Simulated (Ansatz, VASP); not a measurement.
## One calculation of Sn, two programs

The input INCAR:

```
PREC = Accurate
ENCUT = 500
EDIFF = 1E-6
ISMEAR = 0
SIGMA = 0.1
LREAL = False
LASPH = True
NELM = 200
ALGO = Normal
ISIF = 2
LWAVE = False
LCHARG = False
ISPIN = 2
MAGMOM = 0
LORBIT = 11
GGA = PE
NBANDS = 17
GGA_COMPAT = False
```

Contents of KPOINTS:

```
regular mesh
0
Gamma
  6 6 6
```

The input POSCAR:

```
Sn
1.0
   -1.8946518192      1.8946518192      1.8946518192
    1.8946518192     -1.8946518192      1.8946518192
    1.8946518192      1.8946518192     -1.8946518192
Sn
1
Direct
    0.0000000000      0.0000000000      0.0000000000
```

Input for Ansatz:

```yaml
crystal:
  lattice:
    - [-1.8946518192, 1.8946518192, 1.8946518192]
    - [1.8946518192, -1.8946518192, 1.8946518192]
    - [1.8946518192, 1.8946518192, -1.8946518192]
  atoms:
    - { symbol: Sn, position: [0.0, 0.0, 0.0] }
basis:
  ecutwfc: 420
kpoints:
  mp_grid: { grid: [6, 6, 6] }
hamiltonian:
  xc: pbe
scf:
  occupations: { method: gaussian, width: 0.1 }
output:
  forces: true
  stress: true
  eigenvalues: true
magnetization:
  spin_polarized: true
```

Alike in both runs: task single point; functional PBE; k mesh 6 × 6 × 6; occupations gaussian, width 0.1 eV; collinear spin.

|  | VASP | Ansatz |
| --- | --- | --- |
| version | VASP 6.6.1 | Ansatz 0.2.0 |
| potentials or method | VASP PAW PBE potentials, release 64 (Sn_d), cutoff 500 eV | scalar-relativistic, plane waves, PAW |
| valence electrons in the cell | 14 | 14 |

```tsv
	VASP	Ansatz	Ansatz less VASP
gap on the k mesh at the Fermi level (eV)	none	none	-
pressure (GPa)	0.7	0.7	+0.06
net moment per atom (μB)	0.00	0.00	0.000
```

A gap of «none» marks a metal or a gap that the smearing closes. With one functional, cell and mesh, what is left measures potentials, basis and numerics. Ansatz's warnings: no starting moments, stability check not made.

The k mesh is coarse, so the values compare programs but aren't converged.
